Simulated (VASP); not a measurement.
# Br (Cmce) in VASP: notebook, part 2 of 2

VASP 6.6.1. The steps go on from the part before.

## Step 3: Single point, PBEsol

This run uses another cell than the first one, of 19.67 Å³/atom, 1.082 times its volume.

Input file INCAR:

```
PREC     = Accurate       # precision mode
ENCUT    = 520            # plane-wave cutoff, eV
EDIFF    = 1E-6           # SCF threshold, eV
ISMEAR   = -1             # smearing method
SIGMA    = 0.05           # smearing width, eV
LREAL    = False          # projectors in reciprocal space
LASPH    = True           # aspherical terms in the spheres
NELM     = 100            # most SCF steps
ALGO     = Normal         # electronic algorithm
ISIF     = 2              # what is computed and relaxed
LWAVE    = False          # write WAVECAR
LCHARG   = False          # write CHGCAR
GGA      = PS             # functional
NBANDS   = 22             # bands
```

Input file KPOINTS:

```
regular mesh
0
Gamma
  7 7 3
```

Input file POSCAR:

```
Br
1.0
    2.7471359891     -1.7921110276      0.0000000000
    2.7471359891      1.7921110276      0.0000000000
    0.0000000000      0.0000000000      7.9922177090
Br
4
Direct
    0.3108726081      0.6891273919      0.3771980476
    0.1891273919      0.8108726081      0.8771980476
    0.6891273919      0.3108726081      0.6228019524
    0.8108726081      0.1891273919      0.1228019524
```

Potentials or basis: VASP PAW PBE potentials, release 64 (Br).

The run is started by

```bash
$ cat potpaw_PBE.64/Br/POTCAR > POTCAR
$ mpirun -np 1 vasp_std > vasp.out
```

OUTCAR:

```text
PREC = Accurate
   ENCUT = 520
   EDIFF = 1E-6
   ISMEAR = -1
   LREAL = False
   LASPH = True
   NELM = 100
   ISIF = 2
   GGA = PS

 ion  position               nearest neighbor table
   1  0.311  0.689  0.377-   3 2.39   4 2.71   4 2.71
   2  0.189  0.811  0.877-   4 2.39   3 2.71   3 2.71
   3  0.689  0.311  0.623-   1 2.39   2 2.71   2 2.71
   4  0.811  0.189  0.123-   2 2.39   1 2.71   1 2.71

  LATTYP: Found a base centered orthorhombic cell.
 ALAT       =     3.5842220552
 B/A-ratio  =     1.5329050192
 C/A-ratio  =     2.2298333044

  Lattice vectors:

 A1 = (  -2.7471359891,  -1.7921110276,   0.0000000000)
 A2 = (   2.7471359891,  -1.7921110276,   0.0000000000)
 A3 = (   0.0000000000,   0.0000000000,   7.9922177090)

Analysis of symmetry for initial positions (statically):
=====================================================================
 Subroutine PRICEL returns:
 Original cell was already a primitive cell.

[... 165 lines left out ...]

 Free energy of the ion-electron system (eV)
  ---------------------------------------------------
  ext. energy  EPLUGINS =         0.00000000
  ---------------------------------------------------
  free energy    TOTEN  =        -5.82223727 eV

  energy without entropy =       -5.82205190  energy(sigma->0) =       -5.82214459

 E-fermi :   5.5401     XC(G=0): -10.8019

 val. band max:        5.2189896969   @ k =  -0.2857   0.1429   0.3333
 cond. band min:       5.8247662174   @ k =   0.4286   0.4286   0.3333
 fundamental gap:      0.6057765205
 Fermi energy:         5.5401346103

 k-point     1 :       0.0000    0.0000    0.0000
  band No.  band energies     occupation
      1     -13.0953      2.00000
      2     -11.5427      2.00000
      3     -10.8741      2.00000
      4      -7.8052      2.00000
      5      -1.9394      2.00000
      6       1.2932      2.00000
[... 589 lines left out ...]
     21      16.3022      0.00000
     22      16.5166      0.00000

 [... further k-points ...]
[... 5 lines left out ...]
  --------------------------------------------------------------------------------------
  -------------------------------------------------------------------------------------
  Total        9.8423412      9.8842617      9.9158884      0.0000000      0.0000000      0.0000000
  in kB      200.3856544    201.2391366    201.8830413      0.0000000      0.0000000      0.0000000
  external PRESSURE =     201.1692775 kB  Pullay stress =       0.0000000 kB

 VOLUME and BASIS-vectors are now :
 -----------------------------------------------------------------------------
  energy-cutoff  :      520.00
  volume of cell :       78.69
      direct lattice vectors                 reciprocal lattice vectors
     2.747135989 -1.792111028  0.000000000     0.182007735 -0.279000571  0.000000000
     2.747135989  1.792111028  0.000000000     0.182007735  0.279000571  0.000000000
     0.000000000  0.000000000  7.992217709     0.000000000  0.000000000  0.125121717

 POSITION                                       TOTAL-FORCE (eV/Angst)
 -----------------------------------------------------------------------------------
      2.74714      0.67787      3.01465         0.000000      0.007964     -0.007888
      2.74714      1.11424      7.01076         0.000000     -0.007964     -0.007888
      2.74714     -0.67787      4.97757         0.000000     -0.007964      0.007888
      2.74714     -1.11424      0.98146         0.000000      0.007964      0.007888
 -----------------------------------------------------------------------------------
    total drift:                               -0.000000     -0.000000      0.000000

  FREE ENERGIE OF THE ION-ELECTRON SYSTEM (eV)
  ---------------------------------------------------
  free  energy   TOTEN  =        -5.8222372711 eV

  energy  without entropy=       -5.8220519045  energy(sigma->0) =       -5.82214459
```

OSZICAR:

```text
N       E                     dE             d eps       ncg     rms          rms(c)
DAV:   1     0.165832113333E+03    0.16583E+03   -0.12673E+04  1408   0.113E+03
DAV:   2     0.394845741382E+01   -0.16188E+03   -0.15554E+03  1946   0.199E+02
DAV:   3    -0.597262338527E+01   -0.99211E+01   -0.98761E+01  1780   0.540E+01
DAV:   4    -0.604668028889E+01   -0.74057E-01   -0.74026E-01  1716   0.548E+00
DAV:   5    -0.604719485821E+01   -0.51457E-03   -0.51454E-03  1764   0.439E-01    0.214E+01
DAV:   6    -0.588228039030E+01    0.16491E+00   -0.10761E-01  1732   0.180E+00    0.132E+01
DAV:   7    -0.582517442590E+01    0.57106E-01   -0.22487E-01  1762   0.257E+00    0.397E-01
DAV:   8    -0.582222646318E+01    0.29480E-02   -0.22595E-02  1612   0.840E-01    0.209E-01
DAV:   9    -0.582224405484E+01   -0.17592E-04   -0.38868E-04  1770   0.112E-01    0.728E-02
DAV:  10    -0.582223852502E+01    0.55298E-05   -0.20020E-05  1692   0.263E-02    0.105E-02
DAV:  11    -0.582223722955E+01    0.12955E-05   -0.48568E-06  1744   0.127E-02    0.538E-03
DAV:  12    -0.582223727108E+01   -0.41529E-07   -0.52782E-07  1004   0.413E-03
   1 F= -.58222373E+01 E0= -.58221446E+01  d E =-.185367E-03
```

stdout:

```text
POSCAR found type information on POSCAR Br
 POSCAR found :  1 types and       4 ions
 scaLAPACK will be used
 -----------------------------------------------------------------------------
|                                                                             |
|                                                                             |
|     You enforced a specific xc type in the INCAR file but a different       |
|     I HOPE YOU KNOW WHAT YOU ARE DOING!                                     |
|                                                                             |
 -----------------------------------------------------------------------------

 LDA part: xc-table for (Slater+PW92), standard interpolation
 POSCAR, INCAR and KPOINTS ok, starting setup
 FFT: planning ... GRIDC
 FFT: planning ... GRID_SOFT
 FFT: planning ... GRID
 WAVECAR not read
 entering main loop
```

Wall time 28 s (1 thread of Intel Xeon 6975P-C, shared host); peak memory 0.19 GiB.

Results:

```
Free energy            : -5.8222 eV
Pressure               : 20.1 GPa
Largest force          : 0.011 eV/Å
Band gap on the k mesh : 0.61 eV, indirect (least direct gap 1.29 eV)
```

Forces on the atoms (eV/Å):
```
Br   0.000  0.008 -0.008
Br   0.000 -0.008 -0.008
Br   0.000 -0.008  0.008
Br   0.000  0.008  0.008
```

Stress tensor (GPa, compression positive):
```
20.04  0.00  0.00
 0.00 20.12  0.00
 0.00  0.00 20.19
```

Levels at points of the mesh, in eV from the valence-band top:
```tsv
k point	band 10	band 11	band 12	band 13	band 14	band 15	band 16	band 17	band 18	band 19
(0.00, 0.00, 0.00)	-1.47	-0.88	-0.62	-0.11	-0.07	1.72	2.74	4.95	7.44	7.63
```

Caveat: the PAW data sets were made with another functional, which shifts forces and pressure a little. A k mesh can miss the band edges.

## Step 4: Single point, PBEsol

This run uses another cell than the first one, of 22.11 Å³/atom, 1.216 times its volume.

Input file INCAR:

```
SYSTEM = Br
PREC     = Accurate       ! precision mode
ENCUT    = 520            ! plane-wave cutoff, eV
EDIFF    = 1E-6           ! SCF threshold, eV
ISMEAR   = -1             ! smearing method
SIGMA    = 0.05           ! smearing width, eV
LREAL    = .FALSE.        ! projectors in reciprocal space
LASPH    = .TRUE.         ! aspherical terms in the spheres
NELM     = 80             ! most SCF steps
ALGO     = Normal         ! electronic algorithm
ISIF     = 2              ! what is computed and relaxed
LWAVE    = .FALSE.        ! write WAVECAR
LCHARG   = .FALSE.        ! write CHGCAR
GGA      = PS             ! functional
NBANDS   = 22             ! bands
```

Input file KPOINTS:

```
regular mesh
0
G
  7 7 3
  0 0 0
```

Input file POSCAR:

```
Br
1.0
    2.9103339904     -1.8616822956      0.0000000000
    2.9103339904      1.8616822956      0.0000000000
    0.0000000000      0.0000000000      8.1618418079
Br
4
Direct
    0.3214247548      0.6785752452      0.3780361085
    0.1785752452      0.8214247548      0.8780361085
    0.6785752452      0.3214247548      0.6219638915
    0.8214247548      0.1785752452      0.1219638915
```

The run is started by

```bash
$ cat potpaw_PBE.64/Br/POTCAR > POTCAR
$ mpirun -np 1 vasp_std > vasp.out
```

Run time: 43 s. Hardware: 1 thread of Intel Xeon 6975P-C, shared host; peak memory 0.22 GiB.

Results (log left out):

* Free energy: -6.7081 eV
* Pressure: 10.1 GPa
* Largest force: 0.017 eV/Å
* Band gap on the k mesh: 0.90 eV, indirect (least direct gap 1.41 eV)

Forces on the atoms (eV/Å):
```
Br   0.000  0.009 -0.014
Br   0.000 -0.009 -0.014
Br   0.000 -0.009  0.014
Br   0.000  0.009  0.014
```

Stress tensor (GPa, compression positive):
```
10.02  0.00  0.00
 0.00 10.11  0.00
 0.00  0.00 10.18
```

Levels at points of the mesh, in eV from the valence-band top:
| k point | band 11 | band 12 | band 13 | band 14 | band 15 | band 16 | band 17 | band 18 |
| --- | --- | --- | --- | --- | --- | --- | --- | --- |
| (0.00, 0.00, 0.00) | -1.15 | -0.83 | -0.18 | 0.00 | 1.57 | 2.58 | 5.48 | 7.01 |

Caveat: the PAW data sets were made with another functional, which shifts forces and pressure a little. A k mesh can miss the band edges.

## Step 5: Overview

| cell | gap on the mesh (eV) | pressure (GPa) | largest force (eV/Å) |
| --- | --- | --- | --- |
| a = 3.171, b = 3.171, c = 7.864 Å, angles 90.0, 90.0, 66.9°, 4 atoms | 0.35 | 30.2 | 0.01 |
| a = 3.280, b = 3.280, c = 7.992 Å, angles 90.0, 90.0, 66.2°, 4 atoms | 0.61 | 20.1 | 0.01 |
| a = 3.455, b = 3.455, c = 8.162 Å, angles 90.0, 90.0, 65.2°, 4 atoms | 0.90 | 10.1 | 0.02 |

Alike in all rows: task single point; level PBEsol; potentials or basis VASP PAW PBE potentials, release 64 (Br); no spin polarisation; k mesh 7 × 7 × 3; cutoff (eV) 520; smearing fermi-dirac 0.05 eV.

Caveats: the PAW data sets were made with another functional, which shifts forces and pressure a little.

Absolute energies hang on the potentials; compare differences alone.
